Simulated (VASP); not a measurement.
Write the native input for VASP 6.6.1 that does the following.

* Task: single point
* Functional: revPBE
* Potentials or basis: VASP PAW PBE potentials, release 64 (Sn_d, Zn, Cu, S)
* Cutoff: 520 eV
* k mesh: 7 × 7 × 7
* Occupations: fermi-dirac, width 0.05 eV
* Spin: no spin polarisation
* Dipole correction: no
* Further INCAR settings: ALGO = Normal; EDIFF = 1e-06; NBANDS = 46

The structure of ZnCu2SnS4 lies in POSCAR:

```
ZnCu2SnS4
1.0
   -2.7171000000      2.7171000000      5.4248000000
    2.7171000000     -2.7171000000      5.4248000000
    2.7171000000      2.7171000000     -5.4248000000
Sn Zn Cu S
1 1 2 4
Direct
    0.5000000000      0.5000000000      0.0000000000
    0.2500000000      0.7500000000      0.5000000000
    0.7500000000      0.2500000000      0.5000000000
    0.0000000000      0.0000000000      0.0000000000
    0.6279900000      0.6283900000      0.5128000000
    0.8848100000      0.3720100000      0.0004000000
    0.1155900000      0.1151900000      0.4872000000
    0.3716100000      0.8844100000      0.9996000000
```

One way to write it, as run:

INCAR

```
SYSTEM = ZnCu2SnS4
  ALGO = Normal
  EDIFF = 1E-6
  ENCUT = 520
  GGA = RE
  ISIF = 2
  ISMEAR = -1
  LASPH = .TRUE.
  LCHARG = .TRUE.
  LELF = .TRUE.
  LREAL = .FALSE.
  LVHAR = .TRUE.
  LWAVE = .FALSE.
  NBANDS = 46
  NELM = 100
  PREC = Accurate
  SIGMA = 0.05
```

KPOINTS

```
k-points
0
G
  7 7 7
  0 0 0
```

Potentials or basis: VASP PAW PBE potentials, release 64 (Sn_d, Zn, Cu, S).

Command:

```bash
$ cat potpaw_PBE.64/Sn_d/POTCAR potpaw_PBE.64/Zn/POTCAR potpaw_PBE.64/Cu/POTCAR potpaw_PBE.64/S/POTCAR > POTCAR
$ mpirun -np 1 vasp_std > vasp.out
```

It gave:

```
Pressure               : 3.9 GPa
Largest force          : 0.547 eV/Å
Band gap on the k mesh : 0.38 eV
```

Caveat: the cell stands under pressure; semilocal functionals underestimate gaps, and a narrow one can read as zero; the PAW data sets were made with another functional, which shifts forces and pressure a little; spin-orbit coupling is left out, which moves the levels of the heavy elements.

It took 11 min on 1 thread of Intel(R) Xeon(R) Platinum 8488C (Sapphire Rapids) (shared host), peak memory 0.59 GiB.
